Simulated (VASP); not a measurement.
Here is a VASP 6.6.1 calculation.

The input INCAR:

```
SYSTEM = Ti
ALGO = Normal ; EDIFF = 1E-7
ENCUT = 520 ; GGA = PE
ISIF = 2 ; ISMEAR = 1
LASPH = .True. ; LCHARG = .False.
LREAL = .False. ; LWAVE = .False.
NBANDS = 19 ; NELM = 60
PREC = Accurate ; SIGMA = 0.15
```

KPOINTS

```
k-points
0
Gamma
  11 11 6
  0 0 0
```

The input POSCAR:

```
Ti
1.0
    2.8269377157      0.0000000000      0.0000000000
   -1.4134688578      2.4481951416      0.0000000000
    0.0000000000      0.0000000000      4.4847689862
Ti
2
Direct
    0.3333333333      0.6666666667      0.2500000000
    0.6666666667      0.3333333333      0.7500000000
```

Potentials or basis: VASP PAW PBE potentials, release 64 (Ti_sv).

Launch:

```sh
$ cat potpaw_PBE.64/Ti_sv/POTCAR > POTCAR
$ mpirun -np 1 vasp_std > vasp.out
```

**Question.** Estimate the band gap on the k mesh.

**Answer.** Zero (band 12 reaches 10.42 eV, above the bottom of band 13 at 9.41 eV).

**Question.** Estimate the pressure.

**Answer.** 14.9 GPa.

Stress tensor (GPa, compression positive):
```
14.97  0.00  0.00
 0.00 14.97  0.00
 0.00  0.00 14.88
```
